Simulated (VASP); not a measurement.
# Hg (Fd-3m) in VASP: a series of runs, part 2 of 2

VASP 6.6.1. The steps go on from the part before.

### Step 4. Single point, PBE

INCAR reads:

```
SYSTEM = Hg
PREC = Accurate ; ENCUT = 520
EDIFF = 1E-6 ; ISMEAR = -1
SIGMA = 0.1 ; LREAL = .False.
LASPH = .True. ; NELM = 100
ALGO = Normal ; ISIF = 2
LWAVE = .False. ; LCHARG = .True.
GGA = PE ; LELF = .True.
LVHAR = .True. ; NBANDS = 19
```

KPOINTS reads:

```
regular mesh
0
Gamma
  12 12 12
  0 0 0
```

POSCAR reads:

```
Hg
1.0
    0.0000000000      3.7652819283      3.7652819283
    3.7652819283      0.0000000000      3.7652819283
    3.7652819283      3.7652819283      0.0000000000
Hg
2
Direct
    0.1250000000      0.1250000000      0.1250000000
    0.8750000000      0.8750000000      0.8750000000
```

Potentials or basis: VASP PAW PBE potentials, release 64 (Hg).

Launch:

```sh
cat potpaw_PBE.64/Hg/POTCAR > POTCAR
mpirun -np 1 vasp_std > vasp.out
```

OUTCAR:

```text
SYSTEM = Hg
   PREC = Accurate
   ENCUT = 520
   EDIFF = 1E-6
   ISMEAR = -1
   LREAL = .False.
   LASPH = .True.
   NELM = 100
   ISIF = 2
   GGA = PE

 ion  position               nearest neighbor table
   1  0.125  0.125  0.125-   2 3.26   2 3.26   2 3.26   2 3.26
   2  0.875  0.875  0.875-   1 3.26   1 3.26   1 3.26   1 3.26

  LATTYP: Found a face centered cubic cell.
 ALAT       =     7.5305638566

  Lattice vectors:

 A1 = (   0.0000000000,   3.7652819283,   3.7652819283)
 A2 = (   3.7652819283,   0.0000000000,   3.7652819283)
 A3 = (   3.7652819283,   3.7652819283,   0.0000000000)

Analysis of symmetry for initial positions (statically):
=====================================================================
 Subroutine PRICEL returns:
 Original cell was already a primitive cell.

 Routine SETGRP: Setting up the symmetry group for a
 face centered cubic supercell.

 Subroutine GETGRP returns: Found 48 space group operations
 (whereof 12 operations were pure point group operations)
 out of a pool of 48 trial point group operations.

The static configuration has the point symmetry D_3d.
 The point group associated with its full space group is O_h .

Analysis of symmetry for dynamics (positions and initial velocities):
=====================================================================
 Subroutine PRICEL returns:
 Original cell was already a primitive cell.

 Routine SETGRP: Setting up the symmetry group for a
 face centered cubic supercell.

 Subroutine GETGRP returns: Found 48 space group operations
 (whereof 12 operations were pure point group operations)
 out of a pool of 48 trial point group operations.

The dynamic configuration has the point symmetry D_3d.
 The point group associated with its full space group is O_h .

 Subroutine INISYM returns: Found 48 space group operations
[... 97 lines left out ...]
   EDIFF  = 0.1E-05   stopping-criterion for ELM
   LREAL  =      F    real-space projection
[... 7 lines left out ...]
   TEBEG  =    0.0;   TEEND  =   0.0 temperature during run
   PSTRESS=    0.0 pullay stress
   NELECT =      24.0000    total number of electrons
   NUPDOWN=      -1.0000    fix difference up-down
   EMIN   =  10.00;   EMAX   =-10.00  energy-range for DOS
   EFERMI =   0.00;   METHOD = LEGACY
   ISMEAR =    -1;   SIGMA  =   0.10  broadening in eV -4-tet -1-fermi 0-gaus
   EFERMI_NEDOS =   21; number of points for ismear=-14 and -15
   IALGO  =     38    algorithm
   IMIX   =      4    mixing-type and parameters
     AMIX     =   0.40;   BMIX     =  1.00
     AMIX_MAG =   1.60;   BMIX_MAG =  1.00
  volume/ion in A,a.u.               =      53.38       360.24
  Fermi-wavevector in a.u.,A,eV,Ry     =   0.995416  1.881063 13.481361  0.990852
  Thomas-Fermi vector in A             =   2.127434
   LORBIT       =      0    0 simple, 1 ext, 2 COOP (PROOUT), +10 PAW based schemes
   GGA     = PE    functional components
   LHFCALC =     F    Hartree Fock is set to
   AEXX    =    0.0000 exact exchange contribution
   IVDW    =     0    specifies the selected vdW correction
   LEPSILON=     F    determine dielectric tensor
   LRPA    =     F    only Hartree local field effects (RPA)
 non-spin polarized calculation
  energy-cutoff  :      520.00
  volume of cell :      106.76
 maximum number of plane-waves:      2899
   NGX = 19   NGY = 19   NGZ = 19

 number of electron      24.0000001 magnetization

 Free energy of the ion-electron system (eV)
  ---------------------------------------------------
  ext. energy  EPLUGINS =         0.00000000
  ---------------------------------------------------
  free energy    TOTEN  =        -0.21459943 eV

  energy without entropy =       -0.20827001  energy(sigma->0) =       -0.21143472

 E-fermi :  -0.4860     XC(G=0):  -6.5651

 val. band max:       -0.5394994615   @ k =   0.0833   0.0833   0.0000
 cond. band min:      -0.4849264163   @ k =   0.0833   0.0000   0.0000
 fundamental gap:      0.0545730452
 Fermi energy:        -0.4860479595

 k-point     1 :       0.0000    0.0000    0.0000
  band No.  band energies     occupation
      1      -7.5134      2.00000
      2      -7.5134      2.00000
      3      -7.5134      2.00000
      4      -7.4744      2.00000
      5      -7.4744      2.00000
      6      -6.9643      2.00000
[... 505 lines left out ...]
      6      -7.2257      2.00000
[... 11 lines left out ...]
     18       6.8114      0.00000
     19       7.7677      0.00000

 [... further k-points ...]
[... 5 lines left out ...]
  --------------------------------------------------------------------------------------
  -------------------------------------------------------------------------------------
  Total        0.0301823      0.0301823      0.0301823      0.0000000      0.0000000      0.0000000
  in kB        0.4529392      0.4529392      0.4529392      0.0000000      0.0000000      0.0000000
  external PRESSURE =       0.4529392 kB  Pullay stress =       0.0000000 kB

 VOLUME and BASIS-vectors are now :
 -----------------------------------------------------------------------------
  energy-cutoff  :      520.00
  volume of cell :      106.76
      direct lattice vectors                 reciprocal lattice vectors
     0.000000000  3.765281928  3.765281928    -0.132792181  0.132792181  0.132792181
     3.765281928  0.000000000  3.765281928     0.132792181 -0.132792181  0.132792181
     3.765281928  3.765281928  0.000000000     0.132792181  0.132792181 -0.132792181

 POSITION                                       TOTAL-FORCE (eV/Angst)
 -----------------------------------------------------------------------------------
      0.94132      0.94132      0.94132         0.000000      0.000000      0.000000
      6.58924      6.58924      6.58924         0.000000     -0.000000     -0.000000
 -----------------------------------------------------------------------------------
    total drift:                                0.000000      0.000000     -0.000000

  FREE ENERGIE OF THE ION-ELECTRON SYSTEM (eV)
  ---------------------------------------------------
  free  energy   TOTEN  =        -0.2145994283 eV

  energy  without entropy=       -0.2082700071  energy(sigma->0) =       -0.21143472
```

stdout:

```text
POSCAR found type information on POSCAR Hg
 POSCAR found :  1 types and       2 ions
 scaLAPACK will be used
 LDA part: xc-table for (Slater+PW92), standard interpolation
 POSCAR, INCAR and KPOINTS ok, starting setup
 FFT: planning ... GRIDC
 FFT: planning ... GRID_SOFT
 FFT: planning ... GRID
 WAVECAR not read
 entering main loop
```

It took 4.5 min on 1 thread of AMD EPYC 7R13, shared host; peak memory 0.27 GiB.

What came out:

| Quantity | Value |
| --- | --- |
| Free energy | -0.2146 eV |
| Pressure | 0.0 GPa |

Caveat: spin-orbit coupling is left out, which moves the levels of the heavy elements.

### Step 5. Summary

| task | cell | k mesh | cutoff (eV) | pressure (GPa) |
| --- | --- | --- | --- | --- |
| single point | a = 5.325 Å, angles 60.0°, 2 atoms | 9 × 9 × 9 | 520 | 0.1 |
| relaxation of cell and atoms | relaxed from a = 4.450 Å, angles 60.0°, 2 atoms | 9 × 9 × 9 | 600 | 0.0 |
| single point | a = 5.325 Å, angles 60.0°, 2 atoms | 12 × 12 × 12 | 520 | 0.0 |

Alike in all rows: level PBE; potentials or basis VASP PAW PBE potentials, release 64 (Hg); no spin polarisation; smearing fermi-dirac 0.1 eV.

Caveats: spin-orbit coupling is left out, which moves the levels of the heavy elements.

Absolute energies hang on the potentials; compare differences alone.
